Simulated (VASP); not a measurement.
A run of VASP 6.6.1 is set up as follows.

File INCAR:

```
ALGO = Normal
EDIFF = 1E-7
ENCUT = 520
GGA = CA
ISIF = 2
ISMEAR = -1
LASPH = True
LCHARG = True
LELF = True
LREAL = False
LVHAR = True
LWAVE = False
NBANDS = 19
NELM = 80
PREC = Accurate
SIGMA = 0.05
```

KPOINTS

```
k-points
0
Gamma
  10 10 6
```

File POSCAR:

```
Ti
1.0
    2.9500000000      0.0000000000      0.0000000000
   -1.4750000000      2.5547749412      0.0000000000
    0.0000000000      0.0000000000      4.6800000000
Ti
2
Direct
    0.6666666667      0.3333333333      0.7500000000
    0.3333333333      0.6666666667      0.2500000000
```

Potentials or basis: VASP PAW LDA potentials, release 64 (Ti_sv).

The run is started by

```sh
$ cat potpaw_LDA.64/Ti_sv/POTCAR > POTCAR
$ mpirun -np 1 vasp_std > vasp.out
```

Predict the pressure.

-9.9 GPa.

Predict the band gap on the k mesh.

zero (bands 12 and 13 overlap by 0.94 eV).

Stress tensor (GPa, compression positive):
```
 -9.63   0.00   0.00
  0.00  -9.63   0.00
  0.00   0.00 -10.34
```

Caveat: the cell stands under tension.
